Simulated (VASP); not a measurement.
The system is Ga2SeS2.

```xyz
5
Lattice="4.1007 0.0000 0.0000 -2.0503 3.5513 0.0000 0.0000 0.0000 8.9149" Properties=species:S:1:pos:R:3 pbc="T T T"
Ga    0.0000    0.0000    5.4376
Ga    0.0000    0.0000    3.4772
Se    0.0000    0.0000    0.0000
S     0.0000    2.3675    4.4574
S     2.0503    1.1838    4.4574
```

| Item | Value |
| --- | --- |
| Program | VASP 6.6.1 |
| Task | relaxation of cell and atoms |
| Functional | PBE |
| Potentials or basis | VASP PAW PBE potentials, release 64 (Ga_d, Se, S) |
| Cutoff | 600 eV |
| k mesh | 6 × 6 × 2 |
| Occupations | gaussian, width 0.1 eV |
| Spin | no spin polarisation |

At the start: pressure 16.8 GPa; volume 25.97 Å³/atom.

Where does the relaxation end?

Over 26 steps the energy falls by 1158.4 meV/atom and the volume is 26.29 Å³/atom (+1.3 %); space group P6/mmm (No. 191, to 0.05 Å).

Step by step:
```csv
step,energy change (eV),largest force (eV/Å),pressure (GPa),volume (Å³)
1,0.0000,11.6719,16.80,129.83
2,-3.8453,0.1039,-3.76,187.95
3,-4.0432,1.2486,-0.93,162.17
4,-4.0965,0.6385,-2.41,171.35
5,-4.1011,0.7745,-2.07,168.86
6,-4.3273,0.9190,-1.78,159.93
7,-5.0156,1.3567,0.48,134.69
8,-1.4428,8.7210,38.04,90.93
9,-4.8798,1.7083,1.82,131.13
10,-4.9604,0.7707,8.66,110.80
11,-5.0182,1.4979,4.67,120.37
12,-5.0286,1.3678,5.55,117.88
13,-5.1053,1.1150,5.88,116.63
14,-5.2068,0.0668,7.55,112.83
15,-5.3191,0.2179,6.56,114.79
16,-5.5609,0.5455,4.01,120.80
17,-5.6912,1.0575,0.63,133.28
18,-5.6966,0.9854,1.05,131.37
19,-5.7296,0.6388,0.38,132.70
20,-5.7465,0.2788,-0.32,134.45
21,-5.7469,0.2296,-0.41,134.74
22,-5.7543,0.2227,-0.39,134.36
23,-5.7749,0.1704,-0.31,133.23
24,-5.7905,0.1219,0.18,130.94
25,-5.7919,0.0007,-0.03,131.65
26,-5.7922,0.0312,0.03,131.46
```

Final structure:
```yaml
crystal:
  lattice:
    - [4.55149, 0.00000, 0.00000]
    - [-2.27574, 3.94170, 0.00000]
    - [0.00000, 0.00000, 7.32729]
  atoms:
    - { symbol: Ga, position: [0.00000, 0.00000, 0.67891] }
    - { symbol: Ga, position: [0.00000, 0.00000, 0.32109] }
    - { symbol: Se, position: [0.00000, 0.00000, 0.00000] }
    - { symbol: S, position: [0.33333, 0.66667, 0.50000] }
    - { symbol: S, position: [0.66667, 0.33333, 0.50000] }
```
